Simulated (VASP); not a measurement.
# ZnS (I-4m2) in VASP: single point with HSE06

Aim: the single point of ZnS with HSE06.

All numbers are computed with VASP 6.6.1; they aren't measurements. Logs are shortened: lines on timing, memory, paths and dates and some standing lists are left out, and cuts for length are marked.

## Step 1: The cell of the first run

Symmetry: I-4m2, No. 119, tetragonal system. Conventional cell: a = 3.810 Å, b = 3.810 Å, c = 5.173 Å, α = 90.00°, β = 90.00°, γ = 90.00°. Zn (site symmetry -4m2) has 4 S at 2.30 Å within 3.0 Å. S (site symmetry -4m2) has 4 Zn at 2.30 Å within 3.0 Å.

## Step 2: Single point, HSE06 (uniaxial z strain -4.0%)

Input file POSCAR:

```
ZnS
1.0
    0.0000000000      2.6940858315      2.5863223983
    2.6940858315      0.0000000000      2.5863223983
    2.6940858315      2.6940858315      0.0000000000
Zn S
1 1
Direct
    0.0000000000      0.0000000000      0.0000000000
    0.2500000000      0.2500000000      0.2500000000
```

Input file INCAR.step1:

```
SYSTEM = ZnS
PREC = Accurate
ENCUT = 520
EDIFF = 1E-5
ISMEAR = 0
SIGMA = 0.01
LREAL = .FALSE.
LASPH = .TRUE.
NELM = 60
ALGO = Normal
ISIF = 2
LWAVE = .TRUE.
LCHARG = .FALSE.
NBANDS = 16
GGA = PE
```

Input file INCAR.step2:

```
SYSTEM = ZnS
PREC = Accurate
ENCUT = 520
EDIFF = 1E-7
ISMEAR = 0
SIGMA = 0.01
LREAL = .FALSE.
LASPH = .TRUE.
NELM = 60
ALGO = Normal
ISIF = 2
LWAVE = .FALSE.
LCHARG = .FALSE.
GGA = PE
LHFCALC = .TRUE.
HFSCREEN = 0.2079
PRECFOCK = Normal
NBANDS = 16
ISTART = 1
```

Input file KPOINTS:

```
regular mesh
0
G
  6 6 6
  0 0 0
```

Potentials or basis: VASP PAW PBE potentials, release 64 (Zn, S).

Run with:

```sh
$ cat potpaw_PBE.64/Zn/POTCAR potpaw_PBE.64/S/POTCAR > POTCAR
$ cp INCAR.step1 INCAR
$ mpirun -np 1 vasp_std > vasp.out
$ cp INCAR.step2 INCAR
$ mpirun -np 1 vasp_std > vasp.out
```

OUTCAR:

```text
SYSTEM = ZnS
   PREC = Accurate
   ENCUT = 520
   EDIFF = 1E-7
   ISMEAR = 0
   LREAL = .FALSE.
   LASPH = .TRUE.
   NELM = 60
   ISIF = 2
   GGA = PE
   LHFCALC = .TRUE.
   HFSCREEN = 0.2079
   PRECFOCK = Normal
   ISTART = 1

 ion  position               nearest neighbor table
   1  0.000  0.000  0.000-   2 2.30   2 2.30   2 2.30   2 2.30
   2  0.250  0.250  0.250-   1 2.30   1 2.30   1 2.30   1 2.30

  LATTYP: Found a body centered tetragonal cell.
 ALAT       =     3.8100127211
 C/A-ratio  =     1.3576450199

  Lattice vectors:

 A1 = (   0.0000000000,  -2.6940858315,  -2.5863223983)
 A2 = (   0.0000000000,   2.6940858315,  -2.5863223983)
 A3 = (   2.6940858315,   0.0000000000,   2.5863223983)

Analysis of symmetry for initial positions (statically):
=====================================================================
 Subroutine PRICEL returns:
 Original cell was already a primitive cell.

 Routine SETGRP: Setting up the symmetry group for a
 body centered tetragonal supercell.

 Subroutine GETGRP returns: Found  8 space group operations
 (whereof  8 operations were pure point group operations)
 out of a pool of 16 trial point group operations.

The static configuration has the point symmetry D_2d.

Analysis of symmetry for dynamics (positions and initial velocities):
=====================================================================
 Subroutine PRICEL returns:
 Original cell was already a primitive cell.

 Routine SETGRP: Setting up the symmetry group for a
 body centered tetragonal supercell.

 Subroutine GETGRP returns: Found  8 space group operations
 (whereof  8 operations were pure point group operations)
 out of a pool of 16 trial point group operations.

The dynamic configuration has the point symmetry D_2d.

 Subroutine INISYM returns: Found  8 space group operations
 (whereof  8 operations are pure point group operations),
 and found     1 'primitive' translations

----------------------------------------------------------------------------------------

                                     Primitive cell

  volume of cell :      37.5436

  direct lattice vectors                    reciprocal lattice vectors
     0.000000000  2.694085831  2.586322398    -0.185591711  0.185591711  0.193324699
     2.694085831  0.000000000  2.586322398     0.185591711 -0.185591711  0.193324699
     2.694085831  2.694085831  0.000000000     0.185591711  0.185591711 -0.193324699

  length of vectors
     3.734589939  3.734589939  3.810012721     0.325980070  0.325980070  0.325980070

  position of ions in fractional coordinates (direct lattice)
     0.000000000  0.000000000  0.000000000
     0.250000000  0.250000000  0.250000000

  ion indices of the primitive-cell ions
   primitive index   ion index
                 1           1
                 2           2

----------------------------------------------------------------------------------------

 KPOINTS: regular mesh

Automatic generation of k-mesh.
 Grid dimensions read from file:
 generate k-points for:    6    6    6

 Generating k-lattice:

  Cartesian coordinates                     Fractional coordinates (reciprocal lattice)
    -0.030931952  0.030931952  0.032220783     0.166666667  0.000000000  0.000000000
     0.030931952 -0.030931952  0.032220783     0.000000000  0.166666667  0.000000000
     0.030931952  0.030931952 -0.032220783     0.000000000  0.000000000  0.166666667

  Length of vectors
     0.054330012  0.054330012  0.054330012

  Shift w.r.t. Gamma in fractional coordinates (k-lattice)
     0.000000000  0.000000000  0.000000000

 Subroutine IBZKPT returns following result:
 ===========================================

 Found     30 irreducible k-points:

 Following reciprocal coordinates:
            Coordinates               Weight
  0.000000  0.000000  0.000000      1.000000
  0.166667  0.000000  0.000000      8.000000
  0.333333 -0.000000  0.000000      8.000000
  0.500000  0.000000  0.000000      4.000000
  0.166667  0.166667  0.000000      2.000000
  0.333333  0.166667  0.000000      8.000000
[... 16 lines left out ...]
  0.333333  0.000000  0.333333      4.000000
  0.500000  0.000000  0.333333     16.000000
 [... further k-points ...]
   k-points           NKPTS =     30   k-points in BZ     NKDIM =    216   number of bands    NBANDS=     16
   number of dos      NEDOS =    301   number of ions     NIONS =      2
   total plane-waves  NPLWV =  21952
   dimension x,y,z NGX =    28 NGY =   28 NGZ =   28
   dimension x,y,z NGXF=    56 NGYF=   56 NGZF=   56
   ions per type =               1   1
   NGX,Y,Z   is equivalent  to a cutoff of  12.46, 12.46, 12.22 a.u.
   NGXF,Y,Z  is equivalent  to a cutoff of  24.93, 24.93, 24.44 a.u.
 SYSTEM =  ZnS
   PREC   = accura    normal or accurate (medium, high low for compatibility)
   ISTART =      1    job   : 0-new  1-cont  2-samecut
   ICHARG =      0    charge: 1-file 2-atom 10-const
   ISPIN  =      1    spin polarized calculation?
   LNONCOLLINEAR =      F non collinear calculations
   LSORBIT =      F    spin-orbit coupling
   LASPH  =      T    aspherical Exc in radial PAW
   ENCUT  =  520.0 eV  38.22 Ry    6.18 a.u.   6.94  6.94  7.08*2*pi/ulx,y,z
   NELM   =     60;   NELMIN=  2; NELMDL=  0     # of ELM steps
   EDIFF  = 0.1E-06   stopping-criterion for ELM
   LREAL  =      F    real-space projection
   EDIFFG = 0.1E-05   stopping-criterion for IOM
   NSW    =      0    number of steps for IOM
   IBRION =     -1    ionic relax: 0-MD 1-quasi-New 2-CG
   NFREE  =      0    steps in history (QN), initial steepest desc. (CG)
   ISIF   =      2    stress and relaxation
   ISYM   =      3    0-nonsym 1-usesym 2-fastsym
   POTIM  = 0.5000    time-step for ionic-motion
   TEBEG  =    0.0;   TEEND  =   0.0 temperature during run
   PSTRESS=    0.0 pullay stress
   NELECT =      18.0000    total number of electrons
   NUPDOWN=      -1.0000    fix difference up-down
   EMIN   =  10.00;   EMAX   =-10.00  energy-range for DOS
   EFERMI =   0.00;   METHOD = LEGACY
   ISMEAR =     0;   SIGMA  =   0.01  broadening in eV -4-tet -1-fermi 0-gaus
   EFERMI_NEDOS =   21; number of points for ismear=-14 and -15
   IALGO  =     38    algorithm
   IMIX   =      1    mixing-type and parameters
     AMIX     =   0.40;   BMIX     =  1.00
     AMIX_MAG =   1.60;   BMIX_MAG =  1.00
  volume/ion in A,a.u.               =      18.77       126.68
  Fermi-wavevector in a.u.,A,eV,Ry     =   1.281309  2.421323 22.337397  1.641752
  Thomas-Fermi vector in A             =   2.413686
   LORBIT       =      0    0 simple, 1 ext, 2 COOP (PROOUT), +10 PAW based schemes
   GGA     = PE    functional components
   LHFCALC =     T    Hartree Fock is set to
   PRECFOCK=normal    Normal, Fast or Accurate (Low or Medium for compatibility)
   ENCUT4O =  -1.0   cutoff for four orbital integrals eV
   NKREDX  =     1    reduce k-point grid by
   NKREDY  =     1    reduce k-point grid by
   NKREDZ  =     1    reduce k-point grid by
   AEXX    =    0.2500 exact exchange contribution
   HFSCREEN=    0.2079 screening length (either q_TF or 0.3 A-1)
   HFSCREENC=   0.2079 screening length for correlation (either q_TF or 0.3 A-1)
   ENCUTFOCK=  -1.0 apply spherical cutoff to Coloumb kernel
   IVDW    =     0    specifies the selected vdW correction
   LEPSILON=     F    determine dielectric tensor
   LRPA    =     F    only Hartree local field effects (RPA)
 non-spin polarized calculation
 Gauss-broadening in eV      SIGMA  =   0.01
  energy-cutoff  :      520.00
  volume of cell :       37.54
 maximum number of plane-waves:      1027
  NGX = 24; NGY = 24; NGZ = 24

 number of electron      18.0000006 magnetization

 Free energy of the ion-electron system (eV)
  ---------------------------------------------------
  ext. energy  EPLUGINS =         0.00000000
  ---------------------------------------------------
  free energy    TOTEN  =        -8.33087495 eV

  energy without entropy =       -8.33087495  energy(sigma->0) =       -8.33087495

 E-fermi :   2.0158     XC(G=0):  -8.1579

 val. band max:        1.9429722528   @ k =   0.0000   0.0000   0.0000
 cond. band min:       5.4094739938   @ k =   0.0000   0.0000   0.0000
 fundamental gap:      3.4665017411
 Fermi energy:         2.0158344917

 k-point     1 :       0.0000    0.0000    0.0000
  band No.  band energies     occupation
      1     -12.8441      2.00000
      2      -6.1869      2.00000
      3      -6.1869      2.00000
      4      -6.1666      2.00000
      5      -5.6869      2.00000
      6      -5.6748      2.00000
[... 8 lines left out ...]
     15      15.3625      0.00000
     16      15.6167      0.00000

 k-point     2 :       0.1667    0.0000    0.0000
  band No.  band energies     occupation
      1     -12.6061      2.00000
      2      -6.1520      2.00000
      3      -6.1514      2.00000
      4      -6.1292      2.00000
      5      -5.6865      2.00000
      6      -5.6793      2.00000
[... 8 lines left out ...]
     15      14.3911      0.00000
     16      16.2110      0.00000

 k-point     3 :       0.3333   -0.0000    0.0000
  band No.  band energies     occupation
      1     -12.0667      2.00000
      2      -6.0946      2.00000
      3      -6.0712      2.00000
      4      -5.9045      2.00000
      5      -5.6722      2.00000
      6      -5.6658      2.00000
[... 8 lines left out ...]
     15      14.9972      0.00000
     16      15.3897      0.00000

 k-point     4 :       0.5000    0.0000    0.0000
  band No.  band energies     occupation
      1     -11.7553      2.00000
      2      -6.0756      2.00000
      3      -6.0462      2.00000
      4      -5.6621      2.00000
      5      -5.6430      2.00000
      6      -5.4212      2.00000
[... 8 lines left out ...]
     15      16.8101      0.00000
     16      17.1951      0.00000

 k-point     5 :       0.1667    0.1667    0.0000
  band No.  band energies     occupation
      1     -12.5121      2.00000
      2      -6.1705      2.00000
      3      -6.1160      2.00000
      4      -6.1160      2.00000
      5      -5.6991      2.00000
      6      -5.6646      2.00000
[... 8 lines left out ...]
     15      15.1763      0.00000
     16      18.0418      0.00000

 k-point     6 :       0.3333    0.1667    0.0000
  band No.  band energies     occupation
      1     -12.0608      2.00000
      2      -6.1048      2.00000
      3      -6.0454      2.00000
      4      -5.9973      2.00000
      5      -5.6809      2.00000
      6      -5.6429      2.00000
[... 8 lines left out ...]
     15      15.9496      0.00000
     16      17.5025      0.00000
[... 267 lines left out ...]
 k-point    21 :      -0.1667    0.3333    0.1667
  band No.  band energies     occupation
      1     -11.7067      2.00000
      2      -6.0354      2.00000
      3      -5.9909      2.00000
      4      -5.8285      2.00000
      5      -5.6537      2.00000
      6      -5.5742      2.00000
[... 8 lines left out ...]
     15      17.2936      0.00000
     16      18.3096      0.00000

 k-point    22 :      -0.3333    0.5000    0.1667
  band No.  band energies     occupation
      1     -11.3592      2.00000
      2      -6.0261      2.00000
      3      -5.9000      2.00000
      4      -5.7949      2.00000
      5      -5.6470      2.00000
      6      -5.1995      2.00000
[... 8 lines left out ...]
     15      17.6936      0.00000
     16      18.6111      0.00000

 k-point    23 :       0.3333    0.0000    0.3333
  band No.  band energies     occupation
      1     -11.8283      2.00000
      2      -6.1208      2.00000
      3      -5.9535      2.00000
      4      -5.9135      2.00000
      5      -5.6828      2.00000
      6      -5.6217      2.00000
[... 8 lines left out ...]
     15      16.5551      0.00000
     16      20.6014      0.00000

 k-point    24 :       0.5000    0.0000    0.3333
  band No.  band energies     occupation
      1     -11.5149      2.00000
      2      -6.0582      2.00000
      3      -5.8905      2.00000
      4      -5.8360      2.00000
      5      -5.6295      2.00000
      6      -5.4292      2.00000
[... 8 lines left out ...]
     15      17.1981      0.00000
     16      18.7864      0.00000

 [... further k-points ...]
[... 5 lines left out ...]
  --------------------------------------------------------------------------------------
  -------------------------------------------------------------------------------------
  Total        1.1110334      1.1110334      1.4581644      0.0000000      0.0000000      0.0000000
  in kB       47.4135192     47.4135192     62.2273872      0.0000000      0.0000000      0.0000000
  external PRESSURE =      52.3514752 kB  Pullay stress =       0.0000000 kB

 VOLUME and BASIS-vectors are now :
 -----------------------------------------------------------------------------
  energy-cutoff  :      520.00
  volume of cell :       37.54
      direct lattice vectors                 reciprocal lattice vectors
     0.000000000  2.694085831  2.586322398    -0.185591711  0.185591711  0.193324699
     2.694085831  0.000000000  2.586322398     0.185591711 -0.185591711  0.193324699
     2.694085831  2.694085831  0.000000000     0.185591711  0.185591711 -0.193324699

 POSITION                                       TOTAL-FORCE (eV/Angst)
 -----------------------------------------------------------------------------------
      0.00000      0.00000      0.00000         0.000000      0.000000      0.000000
      1.34704      1.34704      1.29316        -0.000000     -0.000000      0.000000
 -----------------------------------------------------------------------------------
    total drift:                                0.000004      0.000004     -0.000000

  FREE ENERGIE OF THE ION-ELECTRON SYSTEM (eV)
  ---------------------------------------------------
  free  energy   TOTEN  =        -8.3308749475 eV

  energy  without entropy=       -8.3308749475  energy(sigma->0) =       -8.33087495
```

Run time: 1.9 h. Hardware: 1 thread of AMD EPYC 9755, shared host; peak memory 0.26 GiB.

What came out:

```
Free energy            : -8.3309 eV
Pressure               : 5.2 GPa
Band gap on the k mesh : 3.47 eV
```

Stress tensor (GPa, compression positive):
```
4.74 0.00 0.00
0.00 4.74 0.00
0.00 0.00 6.22
```

Levels at points of the mesh, in eV from the valence-band top:
```tsv
k point	band 5	band 6	band 7	band 8	band 9	band 10	band 11	band 12	band 13	band 14
(0.00, 0.00, 0.00)	-7.63	-7.62	-0.14	-0.14	0.00	3.47	7.56	7.56	7.59	12.81
(0.50, 0.00, 0.00)	-7.59	-7.36	-6.05	-1.21	-0.96	4.53	7.86	8.31	10.32	13.78
(0.50, 0.50, 0.00)	-7.54	-7.27	-5.13	-2.80	-2.80	4.03	4.87	13.19	13.91	13.91
(0.50, 0.00, 0.50)	-7.55	-7.35	-5.42	-2.60	-2.50	4.25	5.30	12.68	13.74	14.09
```

Caveat: the cell differs from its parent crystal (uniaxial z strain -4.0%); the cell stands under pressure; the PAW data sets were made with another functional, which shifts forces and pressure a little.
